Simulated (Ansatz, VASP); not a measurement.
# TaAs: VASP beside Ansatz

The input INCAR:

```
SYSTEM = TaAs
PREC = Accurate
ENCUT = 500
EDIFF = 1E-7
ISMEAR = 0
SIGMA = 0.1
LREAL = .FALSE.
LASPH = .TRUE.
NELM = 120
ALGO = Normal
ISIF = 3
LWAVE = .FALSE.
LCHARG = .FALSE.
GGA = PE
IBRION = 2
NSW = 80
EDIFFG = -0.05
GGA_COMPAT = .FALSE.
NELMIN = 4
```

Contents of KPOINTS:

```
Automatic mesh
0
G
  8 8 8
  0 0 0
```

Contents of POSCAR:

```
TaAs
1.0
    0.0000000000      2.4955672288      2.4955672288
    2.4955672288      0.0000000000      2.4955672288
    2.4955672288      2.4955672288      0.0000000000
Ta As
1 1
Direct
    0.5000000000      0.5000000000      0.5000000000
    0.0000000000      0.0000000000      0.0000000000
```

Input for Ansatz:

```yaml
crystal:
  lattice:
    - [0.0, 2.4955672288, 2.4955672288]
    - [2.4955672288, 0.0, 2.4955672288]
    - [2.4955672288, 2.4955672288, 0.0]
  atoms:
    - { symbol: Ta, position: [0.5, 0.5, 0.5] }
    - { symbol: As, position: [0.0, 0.0, 0.0] }
basis:
  ecutwfc: 420
kpoints:
  mp_grid: { grid: [8, 8, 8] }
hamiltonian:
  xc: pbe
scf:
  occupations: { method: gaussian, width: 0.1 }
output:
  forces: true
  stress: true
  eigenvalues: true
relax:
  adjacent_minimum: "off"
  f_tol: 0.05
  max_steps: 60
  cell: { stress_tol: 0.5 }
```

Alike in both runs: task relaxation of cell and atoms; functional PBE; k mesh 8 × 8 × 8; occupations gaussian, width 0.1 eV; no spin polarisation.

|  | VASP | Ansatz |
| --- | --- | --- |
| version | VASP 6.6.1 | Ansatz 0.2.0 |
| potentials or method | VASP PAW PBE potentials, release 64 (Ta_pv, As), cutoff 500 eV | scalar-relativistic, plane waves, PAW |
| valence electrons in the cell | 16 | 28 |

Ansatz gave:

* gap on the k mesh at the Fermi level, each at its own relaxed structure (eV): none
* relaxed volume (Å³/atom): 18.26
* relaxed length of the cell vector where the two differ most in proportion (Å): 3.724

Question: What did VASP give for the same quantities?

Answer: gap on the k mesh at the Fermi level, each at its own relaxed structure (eV): none; relaxed volume (Å³/atom): 18.32; relaxed length of the cell vector where the two differ most in proportion (Å): 3.728.

A gap of «none» marks a metal or a gap that the smearing closes. VASP's potentials hold 16 valence electrons a cell and Ansatz's 28, so a difference there can come from the potentials and not from the codes.

Neither program's run includes spin-orbit coupling. Noted on VASP's run: the volume moved by over 15 % at a fixed basis, so the end points are rough; too few bands were computed for a metal, which touches its energy and stress.
